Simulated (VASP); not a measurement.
# Ba (Pm-3n) in VASP: notebook

The runs below take Ba through single point, with PBE.

Everything below comes from runs of VASP 6.6.1. Logs are shortened: lines on timing, memory, paths and dates and some standing lists are left out, and cuts for length are marked.

**1. The cell of the first run**

Symmetry: Pm-3n, No. 223, cubic system. The conventional cell has a = 8.022 Å, b = 8.022 Å, c = 8.022 Å, α = 90.00°, β = 90.00°, γ = 90.00°. Within 5.9 Å of Ba (site symmetry m-3) lie 12 Ba at 4.48 Å. Ba (site symmetry -4m2) has 14 Ba at 4.01 to 4.91 Å within 5.3 Å.

**2. Single point, PBE**

INCAR reads:

```
  PREC = Accurate
  ENCUT = 520
  EDIFF = 1E-6
  ISMEAR = -1
  SIGMA = 0.1
  LREAL = False
  LASPH = True
  NELM = 60
  ALGO = Normal
  ISIF = 2
  LWAVE = False
  LCHARG = True
  GGA = PE
  LELF = True
  LVHAR = True
  NBANDS = 50
```

KPOINTS reads:

```
Automatic mesh
0
Gamma
  4 4 4
```

POSCAR reads:

```
Ba
1.0
    8.0220929984      0.0000000000      0.0000000000
    0.0000000000      8.0220929984      0.0000000000
    0.0000000000      0.0000000000      8.0220929984
Ba
8
Direct
    0.0000000000      0.0000000000      0.0000000000
    0.5000000000      0.5000000000      0.5000000000
    0.2500000000      1.0000000000      0.5000000000
    0.7500000000      1.0000000000      0.5000000000
    0.5000000000      0.2500000000      0.0000000000
    0.5000000000      0.7500000000      0.0000000000
    0.0000000000      0.5000000000      0.2500000000
    0.0000000000      0.5000000000      0.7500000000
```

Potentials or basis: VASP PAW PBE potentials, release 64 (Ba_sv).

Started as:

```sh
cat potpaw_PBE.64/Ba_sv/POTCAR > POTCAR
mpirun -np 1 vasp_std > vasp.out
```

OUTCAR:

```text
PREC = Accurate
   ENCUT = 520
   EDIFF = 1E-6
   ISMEAR = -1
   LREAL = False
   LASPH = True
   NELM = 60
   ISIF = 2
   GGA = PE

 ion  position               nearest neighbor table
   1  0.000  0.000  0.000-   3 4.48   4 4.48   5 4.48   6 4.48   7 4.48   8 4.48   3 4.48   4 4.48
                             7 4.48   8 4.48   5 4.48   6 4.48
   2  0.500  0.500  0.500-   3 4.48   4 4.48   5 4.48   6 4.48   7 4.48   8 4.48   5 4.48   6 4.48
                             3 4.48   4 4.48   7 4.48   8 4.48
   3  0.250  0.000  0.500-   4 4.01   4 4.01   1 4.48   1 4.48   2 4.48   2 4.48
   4  0.750  0.000  0.500-   3 4.01   3 4.01   1 4.48   1 4.48   2 4.48   2 4.48
   5  0.500  0.250  0.000-   6 4.01   6 4.01   1 4.48   2 4.48   2 4.48   1 4.48
   6  0.500  0.750  0.000-   5 4.01   5 4.01   1 4.48   2 4.48   2 4.48   1 4.48
   7  0.000  0.500  0.250-   8 4.01   8 4.01   1 4.48   2 4.48   1 4.48   2 4.48
   8  0.000  0.500  0.750-   7 4.01   7 4.01   1 4.48   2 4.48   1 4.48   2 4.48

  LATTYP: Found a simple cubic cell.
 ALAT       =     8.0220929984

  Lattice vectors:

 A1 = (   8.0220929984,   0.0000000000,   0.0000000000)
 A2 = (   0.0000000000,   8.0220929984,   0.0000000000)
 A3 = (   0.0000000000,   0.0000000000,   8.0220929984)

Analysis of symmetry for initial positions (statically):
=====================================================================
 Subroutine PRICEL returns:
 Original cell was already a primitive cell.

 Routine SETGRP: Setting up the symmetry group for a
 simple cubic supercell.

 Subroutine GETGRP returns: Found 48 space group operations
 (whereof 24 operations were pure point group operations)
 out of a pool of 48 trial point group operations.

The static configuration has the point symmetry T_h .
 The point group associated with its full space group is O_h .

Analysis of symmetry for dynamics (positions and initial velocities):
=====================================================================
 Subroutine PRICEL returns:
 Original cell was already a primitive cell.

 Routine SETGRP: Setting up the symmetry group for a
 simple cubic supercell.

 Subroutine GETGRP returns: Found 48 space group operations
 (whereof 24 operations were pure point group operations)
 out of a pool of 48 trial point group operations.

The dynamic configuration has the point symmetry T_h .
 The point group associated with its full space group is O_h .

[... 98 lines left out ...]
   NSW    =      0    number of steps for IOM
   IBRION =     -1    ionic relax: 0-MD 1-quasi-New 2-CG
   NFREE  =      0    steps in history (QN), initial steepest desc. (CG)
   ISIF   =      2    stress and relaxation
   ISYM   =      2    0-nonsym 1-usesym 2-fastsym
   POTIM  = 0.5000    time-step for ionic-motion
   TEBEG  =    0.0;   TEEND  =   0.0 temperature during run
   PSTRESS=    0.0 pullay stress
   NELECT =      80.0000    total number of electrons
   NUPDOWN=      -1.0000    fix difference up-down
   EMIN   =  10.00;   EMAX   =-10.00  energy-range for DOS
   EFERMI =   0.00;   METHOD = LEGACY
   ISMEAR =    -1;   SIGMA  =   0.10  broadening in eV -4-tet -1-fermi 0-gaus
   EFERMI_NEDOS =   21; number of points for ismear=-14 and -15
   IALGO  =     38    algorithm
   IMIX   =      4    mixing-type and parameters
     AMIX     =   0.40;   BMIX     =  1.00
     AMIX_MAG =   1.60;   BMIX_MAG =  1.00
  volume/ion in A,a.u.               =      64.53       435.48
  Fermi-wavevector in a.u.,A,eV,Ry     =   0.879327  1.661687 10.520245  0.773216
  Thomas-Fermi vector in A             =   1.999536
   LORBIT       =      0    0 simple, 1 ext, 2 COOP (PROOUT), +10 PAW based schemes
   GGA     = PE    functional components
   LHFCALC =     F    Hartree Fock is set to
   AEXX    =    0.0000 exact exchange contribution
   IVDW    =     0    specifies the selected vdW correction
   LEPSILON=     F    determine dielectric tensor
   LRPA    =     F    only Hartree local field effects (RPA)
 non-spin polarized calculation
  energy-cutoff  :      520.00
  volume of cell :      516.25
 maximum number of plane-waves:     13949
 NGX is ok and might be reduce to    60
   NGX = 29   NGY = 29   NGZ = 29

 number of electron      79.9999991 magnetization

 Free energy of the ion-electron system (eV)
  ---------------------------------------------------
  ext. energy  EPLUGINS =         0.00000000
  ---------------------------------------------------
  free energy    TOTEN  =       -15.05302427 eV

  energy without entropy =      -14.68185594  energy(sigma->0) =      -14.86744010

 E-fermi :   1.6937     XC(G=0):  -7.3270

 val. band max:        1.6692302517   @ k =   0.2500   0.0000   0.0000
 cond. band min:       1.6972665721   @ k =   0.2500   0.0000   0.0000
 fundamental gap:      0.0280363204
 Fermi energy:         1.6937356875

 k-point     1 :       0.0000    0.0000    0.0000
  band No.  band energies     occupation
      1     -27.3871      2.00000
      2     -27.3788      2.00000
      3     -27.3223      2.00000
      4     -27.3197      2.00000
      5     -27.3197      2.00000
      6     -27.2738      2.00000
[... 519 lines left out ...]
     49       2.3788      0.00211
     50       2.3788      0.00211

------------------------ aborting loop because EDIFF is reached ----------------------------------------

  FORCE on cell =-STRESS in cart. coord.  units (eV):
  Direction    XX          YY          ZZ          XY          YZ          ZX
  --------------------------------------------------------------------------------------
  -------------------------------------------------------------------------------------
  Total        0.1557153      0.1557153      0.1557153     -0.0000000      0.0000000      0.0000000
  in kB        0.4832577      0.4832577      0.4832577     -0.0000000      0.0000000      0.0000000
  external PRESSURE =       0.4832577 kB  Pullay stress =       0.0000000 kB

 VOLUME and BASIS-vectors are now :
 -----------------------------------------------------------------------------
  energy-cutoff  :      520.00
  volume of cell :      516.25
      direct lattice vectors                 reciprocal lattice vectors
     8.022092998  0.000000000  0.000000000     0.124655748  0.000000000  0.000000000
     0.000000000  8.022092998  0.000000000     0.000000000  0.124655748  0.000000000
     0.000000000  0.000000000  8.022092998     0.000000000  0.000000000  0.124655748

 POSITION                                       TOTAL-FORCE (eV/Angst)
 -----------------------------------------------------------------------------------
      0.00000      0.00000      0.00000         0.000000     -0.000000     -0.000000
      4.01105      4.01105      4.01105         0.000000     -0.000000     -0.000000
      2.00552      0.00000      4.01105         0.000000      0.000000      0.000000
      6.01657      0.00000      4.01105        -0.000000      0.000000      0.000000
      4.01105      2.00552      0.00000         0.000000     -0.000000     -0.000000
      4.01105      6.01657      0.00000         0.000000     -0.000000      0.000000
      0.00000      4.01105      2.00552         0.000000     -0.000000     -0.000000
      0.00000      4.01105      6.01657         0.000000     -0.000000     -0.000000
 -----------------------------------------------------------------------------------
    total drift:                                0.000000      0.000000     -0.000000

  FREE ENERGIE OF THE ION-ELECTRON SYSTEM (eV)
  ---------------------------------------------------
  free  energy   TOTEN  =       -15.0530242670 eV

  energy  without entropy=      -14.6818559429  energy(sigma->0) =      -14.86744010
```

OSZICAR:

```text
N       E                     dE             d eps       ncg     rms          rms(c)
DAV:   1     0.691223935365E+03    0.69122E+03   -0.31769E+04  1000   0.131E+03
DAV:   2     0.432943041786E+02   -0.64793E+03   -0.63476E+03  1358   0.262E+02
DAV:   3    -0.128677262686E+02   -0.56162E+02   -0.54639E+02  1384   0.815E+01
DAV:   4    -0.150047769655E+02   -0.21371E+01   -0.20952E+01  1576   0.113E+01
DAV:   5    -0.150772216858E+02   -0.72445E-01   -0.70624E-01  1376   0.182E+00    0.462E+00
DAV:   6    -0.150566045655E+02    0.20617E-01   -0.85407E-02  1312   0.112E+00    0.270E+00
DAV:   7    -0.150521212297E+02    0.44833E-02   -0.81702E-02  1328   0.156E+00    0.170E-01
DAV:   8    -0.150526122332E+02   -0.49100E-03   -0.94977E-03  1360   0.352E-01    0.678E-02
DAV:   9    -0.150527907350E+02   -0.17850E-03   -0.14001E-03  1288   0.706E-02    0.331E-02
DAV:  10    -0.150529374629E+02   -0.14673E-03   -0.76571E-04  1304   0.544E-02    0.532E-03
DAV:  11    -0.150529811189E+02   -0.43656E-04   -0.41302E-04  1072   0.139E-02    0.230E-03
DAV:  12    -0.150530011895E+02   -0.20071E-04   -0.20200E-04   824   0.408E-03    0.135E-03
DAV:  13    -0.150530113718E+02   -0.10182E-04   -0.10504E-04   800   0.208E-03    0.337E-04
DAV:  14    -0.150530171701E+02   -0.57983E-05   -0.57517E-05   800   0.131E-03    0.156E-04
DAV:  15    -0.150530203169E+02   -0.31468E-05   -0.31406E-05   792   0.786E-04    0.128E-04
DAV:  16    -0.150530222255E+02   -0.19086E-05   -0.19190E-05   800   0.498E-04    0.491E-05
DAV:  17    -0.150530234276E+02   -0.12020E-05   -0.11909E-05   792   0.321E-04    0.150E-05
DAV:  18    -0.150530242670E+02   -0.83943E-06   -0.83387E-06   752   0.228E-04
   1 F= -.15053024E+02 E0= -.14867440E+02  d E =-.371168E+00
```

Wall time 10 min (1 thread of Intel Xeon 8259CL, shared host); peak memory 0.57 GiB.

Results:

```
Free energy            : -15.0530 eV
Pressure               : 0.0 GPa
Band gap on the k mesh : zero (bands 40 and 41 overlap by 0.10 eV)
```

Caveat: spin-orbit coupling is left out, which moves the levels of the heavy elements.

**3. Single point, PBE**

INCAR reads:

```
SYSTEM = Ba
PREC = Accurate
ENCUT = 520
EDIFF = 1E-6
ISMEAR = -1
SIGMA = 0.1
LREAL = .False.
LASPH = .True.
NELM = 100
ALGO = Normal
ISIF = 2
LWAVE = .False.
LCHARG = .False.
GGA = PE
NBANDS = 50
```

KPOINTS reads:

```
Automatic mesh
0
Gamma
  4 4 4
  0 0 0
```

POSCAR is that of step 2.

Potentials or basis: VASP PAW PBE potentials, release 64 (Ba_sv).

Started as:

```sh
cat potpaw_PBE.64/Ba_sv/POTCAR > POTCAR
mpirun -np 1 vasp_std > vasp.out
```

Wall time 11 min (1 thread of Intel Xeon 8259CL, shared host); peak memory 0.57 GiB.

It converged, with:

* Free energy: -15.0530 eV
* Pressure: 0.0 GPa
* Band gap on the k mesh: zero (bands 40 and 41 overlap by 0.10 eV)

Levels at points of the mesh, in eV from the Fermi level:
| k point | band 36 | band 37 | band 38 | band 39 | band 40 | band 41 | band 42 | band 43 | band 44 | band 45 |
| --- | --- | --- | --- | --- | --- | --- | --- | --- | --- | --- |
| (0.00, 0.00, 0.00) | -0.78 | -0.18 | -0.18 | -0.18 | 0.11 | 0.11 | 0.11 | 0.14 | 0.14 | 0.14 |
| (0.50, 0.00, 0.00) | -0.85 | -0.45 | -0.45 | -0.05 | -0.05 | 0.17 | 0.17 | 0.27 | 0.27 | 0.53 |
| (0.50, 0.50, 0.00) | -1.34 | -0.71 | -0.55 | -0.55 | -0.09 | 0.29 | 0.29 | 0.41 | 0.60 | 0.60 |
| (0.50, 0.50, 0.50) | -0.91 | -0.91 | -0.91 | -0.86 | -0.86 | 0.32 | 0.32 | 0.32 | 0.32 | 0.69 |

Caveat: spin-orbit coupling is left out, which moves the levels of the heavy elements.
